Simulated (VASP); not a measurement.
Wanted: the native input for a VASP 6.6.1 run.

```
Task                   : electric field gradients
Functional             : PBE
Potentials or basis    : VASP PAW PBE potentials, release 64 (Si, W_sv)
Cutoff                 : 520 eV
k mesh                 : 18 × 18 × 18
Occupations            : fermi-dirac, width 0.03 eV
Spin                   : no spin polarisation
Dipole correction      : no
Further INCAR settings : ALGO = Normal; EDIFF = 1e-08; NBANDS = 18
```

The structure of Si2W lies in POSCAR:

```
Si2W
1.0
   -1.6060000000      1.6060000000      3.9400000000
    1.6060000000     -1.6060000000      3.9400000000
    1.6060000000      1.6060000000     -3.9400000000
Si W
2 1
Direct
    0.3330000000      0.3330000000      0.0000000000
    0.6670000000      0.6670000000      0.0000000000
    0.0000000000      0.0000000000      0.0000000000
```

These files were run (other wordings do the same):

INCAR

```
SYSTEM = Si2W
PREC     = Accurate       ! precision mode
ENCUT    = 520            ! plane-wave cutoff, eV
EDIFF    = 1E-8           ! SCF threshold, eV
ISMEAR   = -1             ! smearing method
SIGMA    = 0.03           ! smearing width, eV
LREAL    = .FALSE.        ! projectors in reciprocal space
LASPH    = .TRUE.         ! aspherical terms in the spheres
NELM     = 60             ! most SCF steps
ALGO     = Normal         ! electronic algorithm
ISIF     = 2              ! what is computed and relaxed
LWAVE    = .FALSE.        ! write WAVECAR
LCHARG   = .FALSE.        ! write CHGCAR
GGA      = PE             ! functional
LEFG     = .TRUE.       
NBANDS   = 18             ! bands
```

KPOINTS

```
regular mesh
0
G
  18 18 18
  0 0 0
```

Potentials or basis: VASP PAW PBE potentials, release 64 (Si, W_sv).

Run with:

```console
$ cat potpaw_PBE.64/Si/POTCAR potpaw_PBE.64/W_sv/POTCAR > POTCAR
$ mpirun -np 1 vasp_std > vasp.out
```

Results of the run:

* Pressure: 1.8 GPa
* Largest force: 0.222 eV/Å
* Band gap on the k mesh: zero (bands 11 and 12 overlap by 1.34 eV)
* Largest electric field gradient by atom: Si -9.0; W -124.6 V/Å²

Caveat: without QUAD_EFG the Cq values of the log hold for a quadrupole moment of 1 mb, not for the nuclei; spin-orbit coupling is left out, which moves the levels of the heavy elements.

It took 11 min on 1 thread of Oxide Virtual Turin-like Processor (shared host), peak memory 0.42 GiB.
